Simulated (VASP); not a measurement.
Here is a VASP 6.6.1 calculation.

Contents of INCAR:

```
SYSTEM = Ti
PREC = Accurate
ENCUT = 600
EDIFF = 1E-7
ISMEAR = -1
SIGMA = 0.1
LREAL = .FALSE.
LASPH = .TRUE.
NELM = 80
ALGO = Normal
ISIF = 3
LWAVE = .FALSE.
LCHARG = .FALSE.
GGA = PS
IBRION = 2
NSW = 80
EDIFFG = -0.01
PSTRESS = 100.0
```

KPOINTS

```
Automatic mesh
0
G
  10 10 10
  0 0 0
```

File POSCAR:

```
Ti
1.0
    1.6400000000      1.6400000000      1.6400000000
   -1.6400000000      1.6400000000      1.6400000000
   -1.6400000000     -1.6400000000      1.6400000000
Ti
1
Direct
    0.0000000000      0.0000000000      0.0000000000
```

Potentials or basis: VASP PAW PBE potentials, release 64 (Ti_sv).

Run with:

```console
$ cat potpaw_PBE.64/Ti_sv/POTCAR > POTCAR
$ mpirun -np 1 vasp_std > vasp.out
```

**Question.** Estimate the relaxed volume.

**Answer.** 15.27 Å³/atom.

**Question.** What does it give for the band gap on the k mesh?

**Answer.** Zero (band 6 reaches 10.45 eV, above the bottom of band 7 at 8.59 eV).

**Question.** Predict the space group after relaxing (to 0.05 Å).

**Answer.** Im-3m (No. 229).

The path:
| step | energy change (eV) | largest force (eV/Å) | pressure (GPa) | volume (Å³) |
| --- | --- | --- | --- | --- |
| 1 | 0.0000 | 0.0000 | -6.27 | 17.64 |
| 2 | 0.2410 | 0.0000 | 31.22 | 13.45 |
| 3 | 0.0131 | 0.0000 | 9.65 | 15.32 |
| 4 | 0.0158 | 0.0000 | 10.05 | 15.27 |

Caveat: the cell is relaxed towards a set pressure, so the enthalpy falls and the energy may rise; the PAW data sets were made with another functional, which shifts forces and pressure a little.
